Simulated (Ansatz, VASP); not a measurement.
**BAs in VASP and in Ansatz**

```xyz
2
Lattice="0.0000 2.3885 2.3885 2.3168 0.0000 2.3885 2.3168 2.3885 0.0000" Properties=species:S:1:pos:R:3 pbc="T T T"
B     0.0000    0.0000    0.0000
As    3.4753    3.5827    3.5827
```

Change from the starting cell: strain -0.0300 x Voigt [1, 0, 0, 0, 0, 0], atoms carried along.

Alike in both runs: task single point; functional PBE; k mesh 10 × 10 × 10; occupations gaussian, width 0.05 eV; no spin polarisation.

|  | VASP | Ansatz |
| --- | --- | --- |
| version | VASP 6.6.1 | Ansatz 0.2.0 |
| potentials or method | VASP PAW PBE potentials, release 64 (B, As), cutoff 520 eV | scalar-relativistic, plane waves, PAW |
| valence electrons in the cell | 8 | 18 |

Ansatz gave:

- gap on the k mesh at the Fermi level (eV): 0.69
- least direct gap on the mesh (eV): 3.00
- pressure (GPa): 7.4
- traceless stress, the component that is largest in VASP (GPa): 4.11

Task: What did VASP give for the same quantities?

Result: gap on the k mesh at the Fermi level (eV): 0.68; least direct gap on the mesh (eV): 3.00; pressure (GPa): 8.1; traceless stress, the component that is largest in VASP (GPa): 4.09.

With one functional, cell and mesh, what is left measures potentials, basis and numerics. VASP's potentials hold 8 valence electrons a cell and Ansatz's 18, so a difference there can come from the potentials and not from the codes.
